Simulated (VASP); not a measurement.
# GaN (F-43m) in VASP: notebook, part 2 of 2

VASP 6.6.1.

### 3 Single point, r2SCAN (11.72 Å³/atom)

This run uses another cell than the first one, of 11.72 Å³/atom.

Contents of POSCAR:

```
GaN
1.0
    0.0000000000      2.2712049144      2.2712049144
    2.2712049144      0.0000000000      2.2712049144
    2.2712049144      2.2712049144      0.0000000000
Ga N
1 1
Direct
    0.0000000000      0.0000000000      0.0000000000
    0.7500000000      0.7500000000      0.7500000000
```

Contents of INCAR.step1:

```
SYSTEM = GaN
PREC = Accurate
ENCUT = 1460
ISMEAR = 0
SIGMA = 0.02
LREAL = .FALSE.
LASPH = .TRUE.
NELM = 120
NBANDS = 16
GGA = PE
ALGO = Normal
EDIFF = 1E-5
LWAVE = .TRUE.
LCHARG = .FALSE.
GGA_COMPAT = .FALSE.
```

Contents of INCAR.step2:

```
SYSTEM = GaN
PREC = Accurate
ENCUT = 1460
EDIFF = 1E-6
ISMEAR = 0
SIGMA = 0.02
LREAL = .FALSE.
LASPH = .TRUE.
NELM = 120
ALGO = Normal
ISIF = 2
LWAVE = .FALSE.
LCHARG = .TRUE.
METAGGA = R2SCAN
LMIXTAU = .TRUE.
LELF = .TRUE.
LVHAR = .TRUE.
NBANDS = 16
ISTART = 1
GGA_COMPAT = .FALSE.
```

Contents of KPOINTS:

```
Automatic mesh
0
G
  10 10 10
  0 0 0
```

Potentials or basis: VASP PAW PBE potentials, release 64 (Ga_d, N_h).

Started as:

```
$ cat potpaw_PBE.64/Ga_d/POTCAR potpaw_PBE.64/N_h/POTCAR > POTCAR
$ cp INCAR.step1 INCAR
$ mpirun -np 1 vasp_std > vasp.out
$ cp INCAR.step2 INCAR
$ mpirun -np 1 vasp_std > vasp.out
```

Wall time 2.8 min (1 thread of Intel Xeon Platinum 8375C at 2.90GHz (Ice Lake), shared host); peak memory 0.32 GiB.

Results (log left out):

- Free energy: -21.8928 eV
- Pressure: -4.4 GPa
- Band gap on the k mesh: 1.96 eV

Levels at points of the mesh, in eV from the valence-band top:
```csv
k point,band 7,band 8,band 9,band 10,band 11,band 12
"(0.00, 0.00, 0.00)",0.00,0.00,0.00,1.96,10.85,10.85
"(0.50, 0.00, 0.00)",-7.00,-0.97,-0.97,5.00,9.31,10.88
"(0.50, 0.50, 0.00)",-6.12,-2.70,-2.70,3.76,7.10,12.40
```

Caveat: the cell stands under tension; the PAW data sets were made with another functional, which shifts forces and pressure a little.

### 4 Single point, r2SCAN (11.03 Å³/atom)

This run uses another cell than the first one, of 11.03 Å³/atom.

Contents of POSCAR:

```
GaN
1.0
    0.0000000000      2.2262186794      2.2262186794
    2.2262186794      0.0000000000      2.2262186794
    2.2262186794      2.2262186794      0.0000000000
Ga N
1 1
Direct
    0.0000000000      0.0000000000      0.0000000000
    0.7500000000      0.7500000000      0.7500000000
```

Contents of INCAR.step1:

```
SYSTEM = GaN
PREC     = Accurate       ! precision mode
ENCUT    = 1460           ! plane-wave cutoff, eV
ISMEAR   = 0              ! smearing method
SIGMA    = 0.02           ! smearing width, eV
LREAL    = .False.        ! projectors in reciprocal space
LASPH    = .True.         ! aspherical terms in the spheres
NELM     = 120            ! most SCF steps
NBANDS   = 16             ! bands
GGA      = PE             ! functional
ALGO     = Normal         ! electronic algorithm
EDIFF    = 1E-5           ! SCF threshold, eV
LWAVE    = .True.         ! write WAVECAR
LCHARG   = .False.        ! write CHGCAR
GGA_COMPAT= .False.
```

Contents of INCAR.step2:

```
SYSTEM = GaN
PREC     = Accurate       ! precision mode
ENCUT    = 1460           ! plane-wave cutoff, eV
EDIFF    = 1E-6           ! SCF threshold, eV
ISMEAR   = 0              ! smearing method
SIGMA    = 0.02           ! smearing width, eV
LREAL    = .False.        ! projectors in reciprocal space
LASPH    = .True.         ! aspherical terms in the spheres
NELM     = 120            ! most SCF steps
ALGO     = Normal         ! electronic algorithm
ISIF     = 2              ! what is computed and relaxed
LWAVE    = .False.        ! write WAVECAR
LCHARG   = .False.        ! write CHGCAR
METAGGA  = R2SCAN         ! meta-GGA
LMIXTAU  = .True.       
NBANDS   = 16             ! bands
ISTART   = 1            
GGA_COMPAT= .False.
```

Contents of KPOINTS:

```
regular mesh
0
Gamma
  10 10 10
  0 0 0
```

Potentials or basis: VASP PAW PBE potentials, release 64 (Ga_d, N_h).

Started as:

```
$ cat potpaw_PBE.64/Ga_d/POTCAR potpaw_PBE.64/N_h/POTCAR > POTCAR
$ cp INCAR.step1 INCAR
$ mpirun -np 1 vasp_std > vasp.out
$ cp INCAR.step2 INCAR
$ mpirun -np 1 vasp_std > vasp.out
```

OUTCAR:

```text
SYSTEM = GaN
   PREC = Accurate
   ENCUT = 1460
   EDIFF = 1E-6
   ISMEAR = 0
   LREAL = .False.
   LASPH = .True.
   NELM = 120
   ISIF = 2
   METAGGA = R2SCAN
   ISTART = 1

 ion  position               nearest neighbor table
   1  0.000  0.000  0.000-   2 1.93   2 1.93   2 1.93   2 1.93
   2  0.750  0.750  0.750-   1 1.93   1 1.93   1 1.93   1 1.93

  LATTYP: Found a face centered cubic cell.
 ALAT       =     4.4524373588

  Lattice vectors:

[... 641 lines left out ...]
 [... further k-points ...]

------------------------ aborting loop because EDIFF is reached ----------------------------------------

  FORCE on cell =-STRESS in cart. coord.  units (eV):
  Direction    XX          YY          ZZ          XY          YZ          ZX
  --------------------------------------------------------------------------------------
  -------------------------------------------------------------------------------------
  Total        1.0260109      1.0260109      1.0260109      0.0000000      0.0000000      0.0000000
  in kB       74.4953373     74.4953373     74.4953373      0.0000000      0.0000000      0.0000000
  external PRESSURE =      74.4953373 kB  Pullay stress =       0.0000000 kB

 VOLUME and BASIS-vectors are now :
 -----------------------------------------------------------------------------
  energy-cutoff  :     1460.00
  volume of cell :       22.07
      direct lattice vectors                 reciprocal lattice vectors
     0.000000000  2.226218679  2.226218679    -0.224596085  0.224596085  0.224596085
     2.226218679  0.000000000  2.226218679     0.224596085 -0.224596085  0.224596085
     2.226218679  2.226218679  0.000000000     0.224596085  0.224596085 -0.224596085

 POSITION                                       TOTAL-FORCE (eV/Angst)
 -----------------------------------------------------------------------------------
      0.00000      0.00000      0.00000        -0.000000     -0.000000     -0.000000
      3.33933      3.33933      3.33933         0.000000      0.000000      0.000000
 -----------------------------------------------------------------------------------
    total drift:                                0.000000      0.000000      0.000000

  FREE ENERGIE OF THE ION-ELECTRON SYSTEM (eV)
  ---------------------------------------------------
  free  energy   TOTEN  =       -21.8819167801 eV

  energy  without entropy=      -21.8819167801  energy(sigma->0) =      -21.88191678
```

Wall time 4.1 min (1 thread of Intel Xeon Platinum 8259CL at 2.50GHz (Skylake/Cascade Lake), shared host); peak memory 0.31 GiB.

What came out:

```
Free energy            : -21.8819 eV
Pressure               : 7.4 GPa
Band gap on the k mesh : 2.36 eV
```

Levels at points of the mesh, in eV from the valence-band top:
```csv
k point,band 6,band 7,band 8,band 9,band 10,band 11,band 12,band 13
"(0.00, 0.00, 0.00)",-13.47,0.00,0.00,0.00,2.36,11.25,11.25,11.25
"(0.50, 0.00, 0.00)",-12.34,-7.40,-1.04,-1.04,5.42,9.63,11.20,11.20
"(0.50, 0.50, 0.00)",-11.96,-6.37,-2.92,-2.92,3.78,7.47,12.86,15.35
```

Caveat: the cell stands under pressure; the PAW data sets were made with another functional, which shifts forces and pressure a little.

### 5 Overview

| cell | smearing | gap on the mesh (eV) | pressure (GPa) |
| --- | --- | --- | --- |
| a = 3.180 Å, angles 60.0°, 2 atoms | gaussian 0.05 eV | 2.16 | 1.1 |
| a = 3.212 Å, angles 60.0°, 2 atoms | gaussian 0.02 eV | 1.96 | -4.4 |
| a = 3.148 Å, angles 60.0°, 2 atoms | gaussian 0.02 eV | 2.36 | 7.4 |

Alike in all rows: task single point; level r2SCAN; potentials or basis VASP PAW PBE potentials, release 64 (Ga_d, N_h); no spin polarisation; k mesh 10 × 10 × 10; cutoff (eV) 1460.

Caveats: the PAW data sets were made with another functional, which shifts forces and pressure a little; the cell stands under tension (at least some runs); the cell stands under pressure (at least some runs).

Total energies depend on the potentials used, so only differences within one code and one set of settings carry meaning.
